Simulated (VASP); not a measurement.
# SnO2 (P4_2/mnm) in VASP: further runs, part 2 of 2

VASP 6.6.1.

**3. Relaxation of cell and atoms, PBEsol**

This run uses another cell than the first one, of 12.58 Å³/atom.

File INCAR:

```
SYSTEM = SnO2
ALGO = Normal
EDIFF = 1E-6
EDIFFG = -0.005
ENCUT = 600
GGA = PS
IBRION = 2
ISIF = 3
ISMEAR = -1
LASPH = .True.
LCHARG = .False.
LREAL = .False.
LWAVE = .False.
NELM = 100
NSW = 80
PREC = Accurate
SIGMA = 0.02
```

File KPOINTS:

```
k-points
0
Gamma
  6 6 8
  0 0 0
```

File POSCAR:

```
SnO2
1.0
    4.8274209106      0.0000000000      0.0000000000
    0.0000000000      4.8274209106      0.0000000000
    0.0000000000      0.0000000000      3.2381129378
Sn O
2 4
Direct
    0.0000000000      0.0000000000      0.0000000000
    0.5000000000      0.5000000000      0.5000000000
    0.3065852470      0.3065852470      0.0000000000
    0.1934147530      0.8065852470      0.5000000000
    0.8065852470      0.1934147530      0.5000000000
    0.6934147530      0.6934147530      0.0000000000
```

Potentials or basis: VASP PAW PBE potentials, release 64 (Sn_d, O).

The run is started by

```console
$ cat potpaw_PBE.64/Sn_d/POTCAR potpaw_PBE.64/O/POTCAR > POTCAR
$ mpirun -np 1 vasp_std > vasp.out
```

OUTCAR:

```text
SYSTEM = SnO2
   EDIFF = 1E-6
   EDIFFG = -0.005
   ENCUT = 600
   GGA = PS
   IBRION = 2
   ISIF = 3
   ISMEAR = -1
   LASPH = .True.
   LREAL = .False.
   NELM = 100
   NSW = 80
   PREC = Accurate

 ion  position               nearest neighbor table
   1  0.000  0.000  0.000-   4 2.09   5 2.09   4 2.09   5 2.09   3 2.09   6 2.09
   2  0.500  0.500  0.500-   3 2.09   6 2.09   3 2.09   6 2.09   5 2.09   4 2.09
   3  0.307  0.307  0.000-   2 2.09   2 2.09   1 2.09
   4  0.193  0.807  0.500-   1 2.09   1 2.09   2 2.09
   5  0.807  0.193  0.500-   1 2.09   1 2.09   2 2.09
   6  0.693  0.693  0.000-   2 2.09   2 2.09   1 2.09

  LATTYP: Found a simple tetragonal cell.
 ALAT       =     4.8274209106
 C/A-ratio  =     0.6707749330

  Lattice vectors:

 A1 = (   4.8274209106,   0.0000000000,   0.0000000000)
 A2 = (   0.0000000000,   4.8274209106,   0.0000000000)
 A3 = (   0.0000000000,   0.0000000000,   3.2381129378)

Analysis of symmetry for initial positions (statically):
=====================================================================
 Subroutine PRICEL returns:
 Original cell was already a primitive cell.

 Routine SETGRP: Setting up the symmetry group for a
 simple tetragonal supercell.

 Subroutine GETGRP returns: Found 16 space group operations
 (whereof  8 operations were pure point group operations)
 out of a pool of 16 trial point group operations.

The static configuration has the point symmetry D_2h.
 The point group associated with its full space group is D_4h.

Analysis of symmetry for dynamics (positions and initial velocities):
=====================================================================
 Subroutine PRICEL returns:
 Original cell was already a primitive cell.

 Routine SETGRP: Setting up the symmetry group for a
 simple tetragonal supercell.

 Subroutine GETGRP returns: Found 16 space group operations
 (whereof  8 operations were pure point group operations)
 out of a pool of 16 trial point group operations.

The dynamic configuration has the point symmetry D_2h.
 The point group associated with its full space group is D_4h.

 Subroutine INISYM returns: Found 16 space group operations
 (whereof  8 operations are pure point group operations),
 and found     1 'primitive' translations

----------------------------------------------------------------------------------------

                                     Primitive cell

  volume of cell :      75.4610

  direct lattice vectors                    reciprocal lattice vectors
     4.827420911  0.000000000  0.000000000     0.207149950  0.000000000  0.000000000
     0.000000000  4.827420911  0.000000000     0.000000000  0.207149950  0.000000000
     0.000000000  0.000000000  3.238112938     0.000000000  0.000000000  0.308821841

  length of vectors
     4.827420911  4.827420911  3.238112938     0.207149950  0.207149950  0.308821841

  position of ions in fractional coordinates (direct lattice)
     0.000000000  0.000000000  0.000000000
     0.500000000  0.500000000  0.500000000
     0.306585247  0.306585247  0.000000000
     0.193414753  0.806585247  0.500000000
[... 73 lines left out ...]
 SYSTEM =  SnO2
   PREC   = accura    normal or accurate (medium, high low for compatibility)
   ISTART =      0    job   : 0-new  1-cont  2-samecut
   ICHARG =      2    charge: 1-file 2-atom 10-const
   ISPIN  =      1    spin polarized calculation?
   LNONCOLLINEAR =      F non collinear calculations
   LSORBIT =      F    spin-orbit coupling
   LASPH  =      T    aspherical Exc in radial PAW
   ENCUT  =  600.0 eV  44.10 Ry    6.64 a.u.   9.64  9.64  6.47*2*pi/ulx,y,z
   NELM   =    100;   NELMIN=  2; NELMDL= -5     # of ELM steps
   EDIFF  = 0.1E-05   stopping-criterion for ELM
   LREAL  =      F    real-space projection
   EDIFFG = -.5E-02   stopping-criterion for IOM
   NSW    =     80    number of steps for IOM
   IBRION =      2    ionic relax: 0-MD 1-quasi-New 2-CG
   NFREE  =      1    steps in history (QN), initial steepest desc. (CG)
   ISIF   =      3    stress and relaxation
   ISYM   =      2    0-nonsym 1-usesym 2-fastsym
   POTIM  = 0.5000    time-step for ionic-motion
   TEBEG  =    0.0;   TEEND  =   0.0 temperature during run
   PSTRESS=    0.0 pullay stress
   NELECT =      52.0000    total number of electrons
   NUPDOWN=      -1.0000    fix difference up-down
   EMIN   =  10.00;   EMAX   =-10.00  energy-range for DOS
   EFERMI =   0.00;   METHOD = LEGACY
   ISMEAR =    -1;   SIGMA  =   0.02  broadening in eV -4-tet -1-fermi 0-gaus
   EFERMI_NEDOS =   21; number of points for ismear=-14 and -15
   IALGO  =     38    algorithm
   IMIX   =      4    mixing-type and parameters
     AMIX     =   0.40;   BMIX     =  1.00
     AMIX_MAG =   1.60;   BMIX_MAG =  1.00
  volume/ion in A,a.u.               =      12.58        84.87
  Fermi-wavevector in a.u.,A,eV,Ry     =   1.446001  2.732545 28.448667  2.090918
  Thomas-Fermi vector in A             =   2.564119
   LORBIT       =      0    0 simple, 1 ext, 2 COOP (PROOUT), +10 PAW based schemes
   GGA     = PS    functional components
   LHFCALC =     F    Hartree Fock is set to
   AEXX    =    0.0000 exact exchange contribution
   IVDW    =     0    specifies the selected vdW correction
   LEPSILON=     F    determine dielectric tensor
   LRPA    =     F    only Hartree local field effects (RPA)
 conjugate gradient relaxation of ions
 non-spin polarized calculation
  energy-cutoff  :      600.00
  volume of cell :       75.46
 maximum number of plane-waves:      2557
 NGX is ok and might be reduce to    40
   NGX = 19   NGY = 19   NGZ = 13

--------------------------------------- Ionic step        1  -------------------------------------------

 number of electron      52.0000001 magnetization

 Free energy of the ion-electron system (eV)
  ---------------------------------------------------
  ext. energy  EPLUGINS =         0.00000000
  ---------------------------------------------------
  free energy    TOTEN  =       -39.64659845 eV

  energy without entropy =      -39.64659845  energy(sigma->0) =      -39.64659845

------------------------ aborting loop because EDIFF is reached ----------------------------------------

  FORCE on cell =-STRESS in cart. coord.  units (eV):
  Direction    XX          YY          ZZ          XY          YZ          ZX
  --------------------------------------------------------------------------------------
  -------------------------------------------------------------------------------------
  Total       -2.4150451     -2.4150451     -2.7254684      0.0000000      0.0000000      0.0000000
  in kB      -51.2759251    -51.2759251    -57.8667913      0.0000000      0.0000000      0.0000000
  external PRESSURE =     -53.4728805 kB  Pullay stress =       0.0000000 kB
[... 101 lines left out ...]
  FREE ENERGIE OF THE ION-ELECTRON SYSTEM (eV)
  ---------------------------------------------------
  free  energy   TOTEN  =       -39.6829644799 eV

  energy  without entropy=      -39.6829644799  energy(sigma->0) =      -39.68296448

[... ionic steps 4 to 7 ...]

--------------------------------------- Ionic step        8  -------------------------------------------

 number of electron      52.0000006 magnetization

------------------------ aborting loop because EDIFF is reached ----------------------------------------
[... 75 lines left out ...]
--------------------------------------- Ionic step       10  -------------------------------------------

 number of electron      52.0000006 magnetization

 Free energy of the ion-electron system (eV)
  ---------------------------------------------------
  ext. energy  EPLUGINS =         0.00000000
  ---------------------------------------------------
  free energy    TOTEN  =       -39.68471109 eV

  energy without entropy =      -39.68471109  energy(sigma->0) =      -39.68471109

 E-fermi :   6.1557     XC(G=0): -11.4138

 val. band max:        5.7487464685   @ k =   0.0000   0.0000   0.0000
 cond. band min:       6.6351992885   @ k =   0.0000   0.0000   0.0000
 fundamental gap:      0.8864528201
 Fermi energy:         6.1557479935

 k-point     1 :       0.0000    0.0000    0.0000
  band No.  band energies     occupation
      1     -15.2496      2.00000
      2     -14.5034      2.00000
      3     -14.2656      2.00000
      4     -14.2401      2.00000
      5     -14.2401      2.00000
      6     -14.1728      2.00000
[... 805 lines left out ...]
     30      14.1895      0.00000
     31      14.9191      0.00000

 [... further k-points ...]

------------------------ aborting loop because EDIFF is reached ----------------------------------------

  FORCE on cell =-STRESS in cart. coord.  units (eV):
  Direction    XX          YY          ZZ          XY          YZ          ZX
  --------------------------------------------------------------------------------------
  -------------------------------------------------------------------------------------
  Total       -0.0016910     -0.0016910     -0.0032839      0.0000000      0.0000000      0.0000000
  in kB       -0.0370031     -0.0370031     -0.0718605      0.0000000      0.0000000      0.0000000
  external PRESSURE =      -0.0486222 kB  Pullay stress =       0.0000000 kB
[... 21 lines left out ...]
  FREE ENERGIE OF THE ION-ELECTRON SYSTEM (eV)
  ---------------------------------------------------
  free  energy   TOTEN  =       -39.6847110944 eV

  energy  without entropy=      -39.6847110944  energy(sigma->0) =      -39.68471109

 reached required accuracy - stopping structural energy minimisation
```

OSZICAR:

```text
N       E                     dE             d eps       ncg     rms          rms(c)
DAV:   1     0.693212015463E+03    0.69321E+03   -0.28472E+04  3337   0.281E+03
DAV:   2     0.638525032135E+02   -0.62936E+03   -0.60762E+03  3457   0.726E+02
[... 74 lines left out ...]
   9 F= -.39684694E+02 E0= -.39684694E+02  d E =-.465282E-04
       N       E                     dE             d eps       ncg     rms          rms(c)
DAV:   1    -0.396848029962E+02   -0.10871E-03   -0.80981E-03  3517   0.874E-01    0.672E-02
DAV:   2    -0.396847358552E+02    0.67141E-04   -0.28524E-04  4521   0.180E-01    0.318E-02
DAV:   3    -0.396847121257E+02    0.23730E-04   -0.42803E-05  4249   0.120E-01    0.959E-03
DAV:   4    -0.396847109254E+02    0.12003E-05   -0.10081E-05  4717   0.413E-02    0.271E-03
DAV:   5    -0.396847110944E+02   -0.16905E-06   -0.14115E-06  2037   0.125E-02
  10 F= -.39684711E+02 E0= -.39684711E+02  d E =-.175741E-04
```

CONTCAR:

```text
SnO2
   1.00000000000000
     4.7714002709932295    0.0000000000000000    0.0000000000000000
     0.0000000000000000    4.7714002709932295    0.0000000000000000
     0.0000000000000000    0.0000000000000000    3.2160437998482125
  Sn              O
     2     4
Direct
     0.0000000000000000    0.0000000000000000    0.0000000000000000
     0.5000000000000000    0.5000000000000000    0.5000000000000000
     0.3062611851307883    0.3062611851307883    0.0000000000000000
     0.1937388148692117    0.8062611851307884    0.5000000000000000
     0.8062611851307884    0.1937388148692117    0.5000000000000000
     0.6937388148692116    0.6937388148692116    0.0000000000000000

  0.00000000E+00  0.00000000E+00  0.00000000E+00
  0.00000000E+00  0.00000000E+00  0.00000000E+00
  0.00000000E+00  0.00000000E+00  0.00000000E+00
  0.00000000E+00  0.00000000E+00  0.00000000E+00
  0.00000000E+00  0.00000000E+00  0.00000000E+00
  0.00000000E+00  0.00000000E+00  0.00000000E+00
```

Run time: 4 min. Hardware: 1 thread of Intel Xeon 6975P-C (Granite Rapids), shared host; peak memory 0.28 GiB.

What came out:

```
Free energy                           : -39.6847 eV
Relaxed volume                        : 12.20 Å³/atom
Relaxed cell                          : a = 4.771 Å, b = 4.771 Å, c = 3.216 Å, α = 90.00°, β = 90.00°, γ = 90.00°
Space group after relaxing (to 0.1 Å) : P4_2/mnm (No. 136)
Energy gained by relaxing             : 6.4 meV/atom
Ionic steps                           : 10
Pressure after relaxing               : 0.0 GPa
Band gap on the k mesh                : 0.89 eV
```

Forces in eV/Å, atoms in the order of the input:
```
Sn   0.000  0.000  0.000
Sn   0.000  0.000  0.000
O   -0.002 -0.002  0.000
O    0.002 -0.002  0.000
O   -0.002  0.002  0.000
O    0.002  0.002  0.000
```

The path:
```csv
step,energy change (eV),largest force (eV/Å),pressure (GPa),volume (Å³)
1,0.0000,0.0447,-5.35,75.46
2,0.0169,0.2534,7.19,70.97
3,-0.0364,0.0818,-0.11,73.37
4,-0.0364,0.0843,0.02,73.33
5,-0.0380,0.0008,0.08,73.20
6,-0.0380,0.0130,0.11,73.18
7,-0.0381,0.0066,-0.14,73.26
8,-0.0381,0.0086,-0.03,73.24
9,-0.0381,0.0072,-0.08,73.25
10,-0.0381,0.0024,0.00,73.22
```

Final structure:
```
Sn O
1.0
     4.77140    0.00000    0.00000
     0.00000    4.77140    0.00000
     0.00000    0.00000    3.21604
Sn O
2 4
Cartesian
  0.0000 0.0000 0.0000
  2.3857 2.3857 1.6080
  1.4613 1.4613 0.0000
  0.9244 3.8470 1.6080
  3.8470 0.9244 1.6080
  3.3101 3.3101 0.0000
```

Caveat: the PAW data sets were made with another functional, which shifts forces and pressure a little; spin-orbit coupling is left out, which moves the levels of the heavy elements.

**4. Relaxation of cell and atoms, LDA**

This run uses another cell than the first one, of 12.58 Å³/atom.

File INCAR:

```
SYSTEM = SnO2
ALGO = Normal ; EDIFF = 1E-7
EDIFFG = -0.005 ; ENCUT = 600
IBRION = 2 ; ISIF = 3
ISMEAR = -1 ; LASPH = .True.
LCHARG = .False. ; LREAL = .False.
LWAVE = .False. ; NELM = 60
NSW = 80 ; PREC = Accurate
SIGMA = 0.02
```

KPOINTS is that of step 3.

POSCAR is that of step 3.

Potentials or basis: VASP PAW LDA potentials, release 64 (Sn_d, O).

The run is started by

```console
$ cat potpaw_LDA.64/Sn_d/POTCAR potpaw_LDA.64/O/POTCAR > POTCAR
$ mpirun -np 1 vasp_std > vasp.out
```

It took 8 min on 1 thread of Intel Xeon Platinum 8488C (Sapphire Rapids), shared host; peak memory 0.26 GiB.

It converged, with:

* Free energy: -42.3026 eV
* Relaxed volume: 11.90 Å³/atom
* Relaxed cell: a = 4.727 Å, b = 4.727 Å, c = 3.196 Å, α = 90.00°, β = 90.00°, γ = 90.00°
* Space group after relaxing (to 0.1 Å): P4_2/mnm (No. 136)
* Energy gained by relaxing: 22.1 meV/atom
* Ionic steps: 10
* Pressure after relaxing: 0.0 GPa
* Band gap on the k mesh: 1.15 eV

Step by step:
```
step  energy change (eV)  largest force (eV/Å)  pressure (GPa)  volume (Å³)
   1              0.0000                0.0900          -10.05        75.46
   2              0.0936                0.5451           16.32        67.17
   3             -0.1267                0.1495           -0.28        71.70
   4             -0.1268                0.1550           -0.07        71.63
   5             -0.1321                0.0143            0.09        71.39
   6             -0.1321                0.0275            0.11        71.38
   7             -0.1323                0.0115           -0.14        71.45
   8             -0.1323                0.0110           -0.14        71.45
   9             -0.1323                0.0085            0.07        71.38
  10             -0.1323                0.0016            0.00        71.40
```

Final structure:
```
Sn O
1.0
     4.72670    0.00000    0.00000
     0.00000    4.72670    0.00000
     0.00000    0.00000    3.19596
Sn O
2 4
Cartesian
  0.0000 0.0000 0.0000
  2.3633 2.3633 1.5980
  1.4466 1.4466 0.0000
  0.9167 3.8100 1.5980
  3.8100 0.9167 1.5980
  3.2801 3.2801 0.0000
```

Levels at points of the mesh, in eV from the valence-band top:
```csv
k point,band 22,band 23,band 24,band 25,band 26,band 27,band 28,band 29,band 30,band 31
"(0.00, 0.00, 0.00)",-1.28,-1.28,-0.81,-0.81,0.00,1.15,5.92,6.05,6.05,10.10
"(0.50, 0.00, 0.00)",-2.03,-1.24,-1.24,-0.65,-0.65,4.32,4.32,6.81,6.81,10.80
"(0.50, 0.50, 0.00)",-2.06,-1.37,-1.37,-0.91,-0.91,4.70,4.70,7.30,7.30,10.81
"(0.00, 0.00, 0.50)",-2.71,-1.72,-1.72,-1.28,-1.28,6.03,6.03,9.52,9.52,10.37
"(0.50, 0.00, 0.50)",-1.79,-1.13,-1.13,-0.72,-0.72,6.31,6.31,7.88,7.88,10.72
"(0.50, 0.50, 0.50)",-2.43,-0.99,-0.99,-0.84,-0.84,4.69,4.69,8.63,8.63,10.73
```

Caveat: spin-orbit coupling is left out, which moves the levels of the heavy elements.

**5. The runs side by side**

```tsv
level	potentials or basis	cell	gap on the mesh (eV)	pressure (GPa)	relaxed volume (Å³/atom)
PBE	VASP PAW PBE potentials, release 64 (Sn_d, O)	relaxed from a = 4.779, b = 4.779, c = 3.154 Å, 6 atoms	0.64	0.0	12.61
PBEsol	VASP PAW PBE potentials, release 64 (Sn_d, O)	relaxed from a = 4.827, b = 4.827, c = 3.238 Å, 6 atoms	0.89	0.0	12.20
LDA	VASP PAW LDA potentials, release 64 (Sn_d, O)	relaxed from a = 4.827, b = 4.827, c = 3.238 Å, 6 atoms	1.15	0.0	11.90
```

Alike in all rows: task relaxation of cell and atoms; no spin polarisation; k mesh 6 × 6 × 8; cutoff (eV) 600; smearing fermi-dirac 0.02 eV.

Caveats: spin-orbit coupling is left out, which moves the levels of the heavy elements; the PAW data sets were made with another functional, which shifts forces and pressure a little (at least some runs).

Total energies depend on the potentials used, so only differences within one code and one set of settings carry meaning.
